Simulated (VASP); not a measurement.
# GaN: single point with LDA

GaN:

```
CELL_PARAMETERS angstrom
0.00000 2.17711 2.17711
2.17711 0.00000 2.17711
2.17711 2.17711 0.00000
ATOMIC_POSITIONS crystal
Ga 0.00000 0.00000 0.00000
N 0.50000 0.50000 0.50000
```

```yaml
Program: VASP 6.6.1
Task: single point
Functional: LDA
Potentials_or_basis: VASP PAW LDA potentials, release 64 (Ga_d, N)
Cutoff: 600 eV
k_mesh: 7 × 7 × 7
Occupations: methfessel-paxton, width 0.0356 eV
Spin: no spin polarisation
Dipole_correction: no
Further_INCAR_settings: ALGO = Normal; EDIFF = 1e-06; NBANDS = 16
```

| Item | Value |
| --- | --- |
| Pressure | -22.3 GPa |
| Band gap on the k mesh | 0.28 eV, indirect (least direct gap 1.76 eV) |

Levels at points of the mesh, in eV from the valence-band top:
```
           k point  band 6  band 7  band 8  band 9  band 10  band 11  band 12  band 13
(0.00, 0.00, 0.00)  -14.03   -0.41   -0.41   -0.41     1.35    14.17    14.17    14.17
```

Run time: 17 s on 1 thread of Intel Xeon 8259CL (shared host), peak memory 0.14 GiB.

A k mesh can miss the band edges.
